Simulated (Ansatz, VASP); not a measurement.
**Na2Ag: VASP beside Ansatz**

```xyz
3
Lattice="5.2422 0.0000 0.0000 -2.6211 4.5399 0.0000 0.0000 0.0000 3.1124" Properties=species:S:1:pos:R:3 pbc="T T T"
Na    0.0000    3.0266    1.5562
Na    2.6211    1.5133    1.5562
Ag    0.0000    0.0000    0.0000
```

Alike in both runs: functional PBE; k mesh 8 × 8 × 8; no spin polarisation; Hubbard terms Ag d U = 3.0 eV.

Ansatz relaxed the structure, and its values are those at the end. VASP's run is a single point on that final structure, the one shown.

|  | VASP | Ansatz |
| --- | --- | --- |
| version | VASP 6.6.1 | Ansatz 0.2.0 |
| potentials or method | VASP PAW PBE potentials, release 64 (Na_pv, Ag), cutoff 500 eV | PAW plane waves |
| occupations | fermi-dirac, width 0.1 eV | fermi-dirac |
| valence electrons in the cell | 25 | 37 |

|  | VASP | Ansatz | Ansatz less VASP |
| --- | --- | --- | --- |
| gap on the k mesh at the Fermi level (eV) | none | none | - |
| pressure (GPa) | 0.2 | 0.0 | -0.22 |

The programs project onto different local orbitals, so the same U acts differently, and such runs can settle in different states. A gap of «none» marks a metal or a gap that the smearing closes. VASP's potentials hold 25 valence electrons a cell and Ansatz's 37, so a difference there can come from the potentials and not from the codes. Ansatz's warnings: filled band counts differ across k points, structure snapped to symmetry.
